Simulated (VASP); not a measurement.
# Mo (Cmmm) in VASP: notebook

Mo is run at these levels: PBEsol; tasks: single point.

Program: VASP 6.6.1. These are calculated values, not measurements. Logs are shortened: lines on timing, memory, paths and dates and some standing lists are left out, and cuts for length are marked.

## (1) The cell of the first run

Symmetry: Cmmm, No. 65, orthorhombic system. Conventional cell: a = 2.804 Å, b = 4.620 Å, c = 2.555 Å, α = 90.00°, β = 90.00°, γ = 90.00°. Mo (site symmetry mmm) has 8 Mo at 2.56 to 2.80 Å within 3.4 Å.

## (2) Single point, PBEsol (strain +0.0250 x Voigt [1, -1, 0, 0, 0, 0])

INCAR

```
SYSTEM = Mo
PREC = Accurate
ENCUT = 520
EDIFF = 1E-6
ISMEAR = 0
SIGMA = 0.15
LREAL = .False.
LASPH = .True.
NELM = 100
ALGO = Fast
ISIF = 2
LWAVE = .False.
LCHARG = .False.
GGA = PS
NBANDS = 13
```

KPOINTS

```
regular mesh
0
Gamma
  18 18 18
  0 0 0
```

POSCAR

```
Mo
1.0
    2.8038981571      0.0000000000      0.0000000000
   -1.4019490786      2.3097959589      0.0000000000
    0.0000000000      0.0000000000      2.5551807000
Mo
1
Direct
    0.0000000000      0.0000000000      0.5000000000
```

Potentials or basis: VASP PAW PBE potentials, release 64 (Mo_sv).

Started as:

```
cat potpaw_PBE.64/Mo_sv/POTCAR > POTCAR
mpirun -np 1 vasp_std > vasp.out
```

OUTCAR:

```text
SYSTEM = Mo
   PREC = Accurate
   ENCUT = 520
   EDIFF = 1E-6
   ISMEAR = 0
   LREAL = .False.
   LASPH = .True.
   NELM = 100
   ISIF = 2
   GGA = PS

 ion  position               nearest neighbor table
   1  0.000  0.000  0.500-

  Warning from LATTYP: Monoclinic adjustment (A1->A3, A2->A1, A3->A2)!
  LATTYP: Found a base centered orthorhombic cell.
 ALAT       =     2.8038981571
 B/A-ratio  =     1.6475605243
 C/A-ratio  =     0.9112958306

  Lattice vectors:

 A1 = (   1.4019490786,  -2.3097959589,   0.0000000000)
 A2 = (   1.4019490785,   2.3097959589,   0.0000000000)
 A3 = (   0.0000000000,   0.0000000000,   2.5551807000)

Analysis of symmetry for initial positions (statically):
=====================================================================
 Subroutine PRICEL returns:
 Original cell was already a primitive cell.

 Routine SETGRP: Setting up the symmetry group for a
 base centered orthorhombic supercell.

 Subroutine GETGRP returns: Found  8 space group operations
 (whereof  8 operations were pure point group operations)
 out of a pool of  8 trial point group operations.

The static configuration has the point symmetry D_2h.

Analysis of symmetry for dynamics (positions and initial velocities):
=====================================================================
 Subroutine PRICEL returns:
 Original cell was already a primitive cell.

 Routine SETGRP: Setting up the symmetry group for a
 base centered orthorhombic supercell.

 Subroutine GETGRP returns: Found  8 space group operations
 (whereof  8 operations were pure point group operations)
 out of a pool of  8 trial point group operations.

The dynamic configuration has the point symmetry D_2h.

 Subroutine INISYM returns: Found  8 space group operations
 (whereof  8 operations are pure point group operations),
 and found     1 'primitive' translations

----------------------------------------------------------------------------------------

                                     Primitive cell

  volume of cell :      16.5485

  direct lattice vectors                    reciprocal lattice vectors
     2.803898157  0.000000000  0.000000000     0.356646334  0.216469337  0.000000000
    -1.401949079  2.309795959  0.000000000     0.000000000  0.432938674  0.000000000
     0.000000000  0.000000000  2.555180700     0.000000000  0.000000000  0.391361754

  length of vectors
     2.803898157  2.701965690  2.555180700     0.417199691  0.432938674  0.391361754

  position of ions in fractional coordinates (direct lattice)
     0.000000000  0.000000000  0.500000000

  ion indices of the primitive-cell ions
   primitive index   ion index
                 1           1

----------------------------------------------------------------------------------------

 KPOINTS: regular mesh

Automatic generation of k-mesh.
 Grid dimensions read from file:
 generate k-points for:   18   18   18

 Generating k-lattice:

  Cartesian coordinates                     Fractional coordinates (reciprocal lattice)
     0.019813685  0.012026074  0.000000000     0.055555556  0.000000000  0.000000000
     0.000000000  0.024052149  0.000000000     0.000000000  0.055555556  0.000000000
     0.000000000  0.000000000  0.021742320     0.000000000  0.000000000  0.055555556

  Length of vectors
     0.023177761  0.024052149  0.021742320

  Shift w.r.t. Gamma in fractional coordinates (k-lattice)
     0.000000000  0.000000000  0.000000000

 Subroutine IBZKPT returns following result:
 ===========================================

 Found    910 irreducible k-points:

 Following reciprocal coordinates:
            Coordinates               Weight
  0.000000  0.000000  0.000000      1.000000
  0.055556  0.000000  0.000000      4.000000
  0.111111  0.000000  0.000000      4.000000
  0.166667  0.000000  0.000000      4.000000
  0.222222  0.000000  0.000000      4.000000
  0.277778  0.000000  0.000000      4.000000
[... 16 lines left out ...]
 -0.333333  0.055556  0.000000      4.000000
 -0.277778  0.055556  0.000000      4.000000
 [... further k-points ...]
   k-points           NKPTS =    910   k-points in BZ     NKDIM =    910   number of bands    NBANDS=     13
   number of dos      NEDOS =    301   number of ions     NIONS =      1
   total plane-waves  NPLWV =   9600
   dimension x,y,z NGX =    24 NGY =   20 NGZ =   20
   dimension x,y,z NGXF=    48 NGYF=   40 NGZF=   40
   ions per type =               1
   NGX,Y,Z   is equivalent  to a cutoff of  14.23, 12.31, 13.01 a.u.
   NGXF,Y,Z  is equivalent  to a cutoff of  28.46, 24.61, 26.02 a.u.
 SYSTEM =  Mo
   PREC   = accura    normal or accurate (medium, high low for compatibility)
   ISTART =      0    job   : 0-new  1-cont  2-samecut
   ICHARG =      2    charge: 1-file 2-atom 10-const
   ISPIN  =      1    spin polarized calculation?
   LNONCOLLINEAR =      F non collinear calculations
   LSORBIT =      F    spin-orbit coupling
   LASPH  =      T    aspherical Exc in radial PAW
   ENCUT  =  520.0 eV  38.22 Ry    6.18 a.u.   5.21  5.02  4.75*2*pi/ulx,y,z
   NELM   =    100;   NELMIN=  2; NELMDL= -5     # of ELM steps
   EDIFF  = 0.1E-05   stopping-criterion for ELM
   LREAL  =      F    real-space projection
   EDIFFG = 0.1E-04   stopping-criterion for IOM
   NSW    =      0    number of steps for IOM
   IBRION =     -1    ionic relax: 0-MD 1-quasi-New 2-CG
   NFREE  =      0    steps in history (QN), initial steepest desc. (CG)
   ISIF   =      2    stress and relaxation
   ISYM   =      2    0-nonsym 1-usesym 2-fastsym
   POTIM  = 0.5000    time-step for ionic-motion
   TEBEG  =    0.0;   TEEND  =   0.0 temperature during run
   PSTRESS=    0.0 pullay stress
   NELECT =      14.0000    total number of electrons
   NUPDOWN=      -1.0000    fix difference up-down
   EMIN   =  10.00;   EMAX   =-10.00  energy-range for DOS
   EFERMI =   0.00;   METHOD = LEGACY
   ISMEAR =     0;   SIGMA  =   0.15  broadening in eV -4-tet -1-fermi 0-gaus
   EFERMI_NEDOS =   21; number of points for ismear=-14 and -15
   IALGO  =     68    algorithm
   IMIX   =      4    mixing-type and parameters
     AMIX     =   0.40;   BMIX     =  1.00
     AMIX_MAG =   1.60;   BMIX_MAG =  1.00
  volume/ion in A,a.u.               =      16.55       111.67
  Fermi-wavevector in a.u.,A,eV,Ry     =   1.548335  2.925929 32.617821  2.397342
  Thomas-Fermi vector in A             =   2.653300
   LORBIT       =      0    0 simple, 1 ext, 2 COOP (PROOUT), +10 PAW based schemes
   GGA     = PS    functional components
   LHFCALC =     F    Hartree Fock is set to
   AEXX    =    0.0000 exact exchange contribution
   IVDW    =     0    specifies the selected vdW correction
   LEPSILON=     F    determine dielectric tensor
   LRPA    =     F    only Hartree local field effects (RPA)
 non-spin polarized calculation
 RMM-DIIS sequential band-by-band and
 Gauss-broadening in eV      SIGMA  =   0.15
  energy-cutoff  :      520.00
  volume of cell :       16.55
 maximum number of plane-waves:       464
 NGX is ok and might be reduce to    24
   NGX = 11   NGY = 11   NGZ =  9

 number of electron      13.9999999 magnetization

 Free energy of the ion-electron system (eV)
  ---------------------------------------------------
  ext. energy  EPLUGINS =         0.00000000
  ---------------------------------------------------
  free energy    TOTEN  =       -10.87525784 eV

  energy without entropy =      -10.86635523  energy(sigma->0) =      -10.87080653

 E-fermi :  11.4578     XC(G=0): -13.1202

 val. band max:       11.4576383961   @ k =   0.0000   0.0000   0.5000
 cond. band min:      11.4584382281   @ k =   0.0000   0.4444   0.0556
 fundamental gap:      0.0007998321
 Fermi energy:        11.4578125838

 k-point     1 :       0.0000    0.0000    0.0000
  band No.  band energies     occupation
      1     -49.5152      2.00000
      2     -22.8669      2.00000
      3     -22.7623      2.00000
      4     -22.7443      2.00000
      5       4.6174      2.00000
      6       7.1211      2.00000
      7       9.9888      2.00000
      8      11.0846      1.99957
      9      15.4753      0.00000
     10      15.6569      0.00000
     11      24.4452      0.00000
     12      27.1708      0.00000
     13      31.5024      0.00000

 k-point     2 :       0.0556    0.0000    0.0000
  band No.  band energies     occupation
      1     -49.5088      2.00000
      2     -22.9006      2.00000
      3     -22.7810      2.00000
      4     -22.7399      2.00000
      5       4.7364      2.00000
      6       7.1717      2.00000
      7       9.9455      2.00000
      8      11.1262      1.99823
      9      15.3678      0.00000
     10      15.6132      0.00000
     11      24.7023      0.00000
     12      27.4114      0.00000
     13      30.9249      0.00000

 k-point     3 :       0.1111    0.0000    0.0000
  band No.  band energies     occupation
      1     -49.4904      2.00000
      2     -23.0130      2.00000
      3     -22.8185      2.00000
      4     -22.7270      2.00000
      5       5.0743      2.00000
      6       7.3179      2.00000
      7       9.7803      2.00000
      8      11.3306      1.76949
      9      15.0289      0.00000
     10      15.5397      0.00000
     11      25.3883      0.00000
     12      28.0863      0.00000
     13      29.6481      0.00000

 k-point     4 :       0.1667    0.0000    0.0000
  band No.  band energies     occupation
      1     -49.4621      2.00000
      2     -23.1964      2.00000
      3     -22.8614      2.00000
      4     -22.7073      2.00000
      5       5.5714      2.00000
      6       7.5301      2.00000
      7       9.5447      2.00000
      8      11.7691      0.00333
      9      14.5388      0.00000
     10      15.4520      0.00000
     11      26.0950      0.00000
     12      28.5166      0.00000
     13      29.0781      0.00000

 k-point     5 :       0.2222    0.0000    0.0000
  band No.  band energies     occupation
      1     -49.4272      2.00000
      2     -23.4213      2.00000
      3     -22.9088      2.00000
      4     -22.6831      2.00000
      5       6.1213      2.00000
      6       7.7084      2.00000
      7       9.4768      2.00000
      8      12.4132      0.00000
      9      13.9978      0.00000
     10      15.3518      0.00000
     11      25.6499      0.00000
     12      28.6770      0.00000
     13      29.4605      0.00000
[... 257 lines left out ...]
 k-point    22 :      -0.3889    0.0556    0.0000
  band No.  band energies     occupation
      1     -49.3388      2.00000
      2     -23.9389      2.00000
      3     -23.0573      2.00000
      4     -22.6219      2.00000
      5       6.8448      2.00000
      6       7.9214      2.00000
      7      10.8294      2.00000
      8      12.9013      0.00000
      9      14.6434      0.00000
     10      15.0220      0.00000
     11      22.7011      0.00000
     12      26.2386      0.00000
     13      29.3470      0.00000

 k-point    23 :      -0.3333    0.0556    0.0000
  band No.  band energies     occupation
      1     -49.3717      2.00000
      2     -23.7426      2.00000
      3     -23.0138      2.00000
      4     -22.6446      2.00000
      5       6.7919      2.00000
      6       7.8000      2.00000
      7      10.0128      2.00000
      8      13.2910      0.00000
      9      13.8033      0.00000
     10      15.1143      0.00000
     11      23.8351      0.00000
     12      27.1010      0.00000
     13      29.9241      0.00000

 k-point    24 :      -0.2778    0.0556    0.0000
  band No.  band energies     occupation
      1     -49.4084      2.00000
      2     -23.5208      2.00000
      3     -22.9608      2.00000
      4     -22.6699      2.00000
      5       6.4399      2.00000
      6       7.7991      2.00000
      7       9.4311      2.00000
      8      12.9910      0.00000
      9      13.7621      0.00000
     10      15.2275      0.00000
     11      25.1061      0.00000
     12      27.7014      0.00000
     13      30.0411      0.00000

 [... further k-points ...]

------------------------ aborting loop because EDIFF is reached ----------------------------------------

  FORCE on cell =-STRESS in cart. coord.  units (eV):
  Direction    XX          YY          ZZ          XY          YZ          ZX
  --------------------------------------------------------------------------------------
  -------------------------------------------------------------------------------------
  Total        0.1736656     -0.2114155     -0.8639460      0.0000000      0.0000000      0.0000000
  in kB       16.8138411    -20.4686808    -83.6449507      0.0000000      0.0000000      0.0000000
  external PRESSURE =     -29.0999301 kB  Pullay stress =       0.0000000 kB

 VOLUME and BASIS-vectors are now :
 -----------------------------------------------------------------------------
  energy-cutoff  :      520.00
  volume of cell :       16.55
      direct lattice vectors                 reciprocal lattice vectors
     2.803898157  0.000000000  0.000000000     0.356646334  0.216469337  0.000000000
    -1.401949079  2.309795959  0.000000000     0.000000000  0.432938674  0.000000000
     0.000000000  0.000000000  2.555180700     0.000000000  0.000000000  0.391361754

 POSITION                                       TOTAL-FORCE (eV/Angst)
 -----------------------------------------------------------------------------------
      0.00000      0.00000      1.27759         0.000000      0.000000      0.000000
 -----------------------------------------------------------------------------------
    total drift:                               -0.000000      0.000000     -0.000000

  FREE ENERGIE OF THE ION-ELECTRON SYSTEM (eV)
  ---------------------------------------------------
  free  energy   TOTEN  =       -10.8752578397 eV

  energy  without entropy=      -10.8663552278  energy(sigma->0) =      -10.87080653
```

Wall time 67 s (1 thread of Intel Xeon Platinum 8488C (Sapphire Rapids), shared host); peak memory 0.28 GiB.

What came out:

```
Free energy            : -10.8753 eV
Pressure               : -2.9 GPa
Band gap on the k mesh : zero (bands 7 and 8 overlap by 1.93 eV)
```

Levels at points of the mesh, in eV from the Fermi level:
```csv
k point,band 3,band 4,band 5,band 6,band 7,band 8,band 9,band 10,band 11,band 12
"(0.00, 0.00, 0.00)",-34.22,-34.20,-6.84,-4.34,-1.47,-0.37,4.02,4.20,12.99,15.71
"(0.50, 0.00, 0.00)",-34.53,-34.05,-4.92,-3.20,0.85,0.96,3.56,4.27,9.97,13.80
"(0.00, 0.50, 0.00)",-34.72,-34.02,-5.04,-3.00,0.91,1.38,3.20,4.59,10.61,12.61
"(0.00, 0.00, 0.50)",-34.16,-34.06,-3.77,-0.62,0.00,0.41,0.65,0.93,10.05,16.10
"(0.50, 0.00, 0.50)",-35.40,-34.35,-5.39,-3.43,-0.27,4.59,6.06,6.29,6.98,16.44
"(0.00, 0.50, 0.50)",-35.46,-34.54,-5.34,-3.47,-0.86,4.93,6.16,6.55,7.66,15.74
```

Caveat: the cell differs from its parent crystal (strain +0.0250 x Voigt [1, -1, 0, 0, 0, 0]); the PAW data sets were made with another functional, which shifts forces and pressure a little.

(Part 1 of 2 ends here.)
